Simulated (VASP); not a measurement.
# C (Cmme) in VASP: a series of runs, part 2 of 2

VASP 6.6.1.

## (6) Single point, LDA

This run uses another cell than the first one, of 9.56 Å³/atom, 1.085 times its volume.

INCAR reads:

```
PREC = Accurate ; ENCUT = 520
EDIFF = 1E-6 ; ISMEAR = -1
SIGMA = 0.05 ; LREAL = False
LASPH = True ; NELM = 60
ALGO = Normal ; ISIF = 2
LWAVE = False ; LCHARG = False
NBANDS = 16
```

KPOINTS reads:

```
Automatic mesh
0
Gamma
  12 12 4
```

POSCAR reads:

```
C
1.0
    1.2361809750     -2.1411487327      0.0000000000
    1.2361809750      2.1411487327      0.0000000000
    0.0000000000      0.0000000000      7.2207742290
C
4
Direct
    0.9166205400      0.0833794600      0.7531376000
    0.4166205400      0.5833794600      0.2468624000
    0.0833794600      0.9166205400      0.2468624000
    0.5833794600      0.4166205400      0.7531376000
```

Potentials or basis: VASP PAW LDA potentials, release 64 (C).

On the command line:

```
> cat potpaw_LDA.64/C/POTCAR > POTCAR
> mpirun -np 1 vasp_std > vasp.out
```

OUTCAR:

```text
PREC = Accurate
   ENCUT = 520
   EDIFF = 1E-6
   ISMEAR = -1
   LREAL = False
   LASPH = True
   NELM = 60
   ISIF = 2

 ion  position               nearest neighbor table
   1  0.917  0.083  0.753-   4 1.43   4 1.43   4 1.43
   2  0.417  0.583  0.247-   3 1.43   3 1.43   3 1.43
   3  0.083  0.917  0.247-   2 1.43   2 1.43   2 1.43
   4  0.583  0.417  0.753-   1 1.43   1 1.43   1 1.43

  LATTYP: Found a hexagonal cell.
 ALAT       =     2.4723796833
 C/A-ratio  =     2.9205765917

  Lattice vectors:

 A1 = (   1.2361809750,  -2.1411487327,   0.0000000000)
 A2 = (   1.2361809750,   2.1411487327,   0.0000000000)
 A3 = (   0.0000000000,   0.0000000000,   7.2207742290)

Analysis of symmetry for initial positions (statically):
=====================================================================
 Subroutine PRICEL returns:
 Original cell was already a primitive cell.

 Routine SETGRP: Setting up the symmetry group for a
 hexagonal supercell.

 Subroutine GETGRP returns: Found  8 space group operations
[... 165 lines left out ...]
  ---------------------------------------------------
  free energy    TOTEN  =       -40.39723426 eV

  energy without entropy =      -40.39569193  energy(sigma->0) =      -40.39646309

 E-fermi :   3.8643     XC(G=0): -10.2580

 val. band max:        3.8538494551   @ k =   0.3333   0.3333   0.5000
 cond. band min:       3.8778668073   @ k =   0.3333   0.3333   0.5000
 fundamental gap:      0.0240173522
 Fermi energy:         3.8642986746

 k-point     1 :       0.0000    0.0000    0.0000
  band No.  band energies     occupation
      1     -15.4381      2.00000
      2     -15.2569      2.00000
      3      -4.3852      2.00000
      4      -2.9660      2.00000
      5       0.8398      2.00000
      6       0.8456      2.00000
[... 433 lines left out ...]
      3      -6.6328      2.00000
      4      -6.5519      2.00000
      5      -2.6596      2.00000
      6      -2.6252      2.00000
[... 8 lines left out ...]
     15      17.5603      0.00000
     16      19.6689      0.00000

 [... further k-points ...]
[... 5 lines left out ...]
  --------------------------------------------------------------------------------------
  -------------------------------------------------------------------------------------
  Total       -2.7223171     -2.7733269     -0.3235680      0.0000000      0.0000000      0.0000000
  in kB     -114.1055147   -116.2435848    -13.5623026      0.0000000      0.0000000      0.0000000
  external PRESSURE =     -81.3038007 kB  Pullay stress =       0.0000000 kB

 VOLUME and BASIS-vectors are now :
 -----------------------------------------------------------------------------
  energy-cutoff  :      520.00
  volume of cell :       38.22
      direct lattice vectors                 reciprocal lattice vectors
     1.236180975 -2.141148733  0.000000000     0.404471522 -0.233519509  0.000000000
     1.236180975  2.141148733  0.000000000     0.404471522  0.233519509  0.000000000
     0.000000000  0.000000000  7.220774229     0.000000000  0.000000000  0.138489304

 POSITION                                       TOTAL-FORCE (eV/Angst)
 -----------------------------------------------------------------------------------
      1.23618     -1.78409      5.43824         0.000000     -0.023964     -0.001434
      1.23618      0.35706      1.78254         0.000000     -0.023964      0.001434
      1.23618      1.78409      1.78254         0.000000      0.023964      0.001434
      1.23618     -0.35706      5.43824         0.000000      0.023964     -0.001434
 -----------------------------------------------------------------------------------
    total drift:                                0.000000     -0.000000      0.000000

  FREE ENERGIE OF THE ION-ELECTRON SYSTEM (eV)
  ---------------------------------------------------
  free  energy   TOTEN  =       -40.3972342628 eV

  energy  without entropy=      -40.3956919262  energy(sigma->0) =      -40.39646309
```

Wall time 29 s (1 thread of AMD EPYC 9R45 (Zen 5), shared host); peak memory 0.13 GiB.

Results:

| Item | Value |
| --- | --- |
| Free energy | -40.3972 eV |
| Pressure | -8.1 GPa |
| Largest force | 0.024 eV/Å |
| Band gap on the k mesh | 0.02 eV |

Forces on the atoms (eV/Å):
```
C    0.000 -0.024 -0.001
C    0.000 -0.024  0.001
C    0.000  0.024  0.001
C    0.000  0.024 -0.001
```

Levels at points of the mesh, in eV from the valence-band top:
```tsv
k point	band 5	band 6	band 7	band 8	band 9	band 10	band 11	band 12
(0.00, 0.00, 0.00)	-3.01	-3.01	-3.01	-2.99	3.38	8.21	8.24	8.26
(0.50, 0.00, 0.00)	-6.35	-6.35	-2.37	-2.37	1.74	1.74	7.40	7.40
(0.50, 0.50, 0.00)	-6.36	-6.33	-2.79	-1.81	1.07	2.24	7.28	7.53
(0.00, 0.00, 0.50)	-3.01	-3.01	-3.00	-3.00	5.42	5.63	8.23	8.24
(0.50, 0.00, 0.50)	-6.35	-6.35	-2.33	-2.33	1.61	1.61	7.40	7.40
(0.50, 0.50, 0.50)	-6.35	-6.34	-2.36	-2.29	1.57	1.64	7.39	7.41
```

## (7) Summary

```tsv
cell	gap on the mesh (eV)	pressure (GPa)	largest force (eV/Å)
a = 2.406, b = 2.406, c = 7.027 Å, angles 90.0, 90.0, 120.0°, 4 atoms	0.03	14.7	0.03
a = 2.423, b = 2.423, c = 7.076 Å, angles 90.0, 90.0, 120.0°, 4 atoms	0.03	8.2	0.03
a = 2.440, b = 2.440, c = 7.125 Å, angles 90.0, 90.0, 120.0°, 4 atoms	0.03	2.2	0.03
a = 2.456, b = 2.456, c = 7.173 Å, angles 90.0, 90.0, 120.0°, 4 atoms	0.02	-3.2	0.03
a = 2.472, b = 2.472, c = 7.221 Å, angles 90.0, 90.0, 120.0°, 4 atoms	0.02	-8.1	0.02
```

Alike in all rows: task single point; level LDA; potentials or basis VASP PAW LDA potentials, release 64 (C); no spin polarisation; k mesh 12 × 12 × 4; cutoff (eV) 520; smearing fermi-dirac 0.05 eV.

Absolute energies hang on the potentials; compare differences alone.
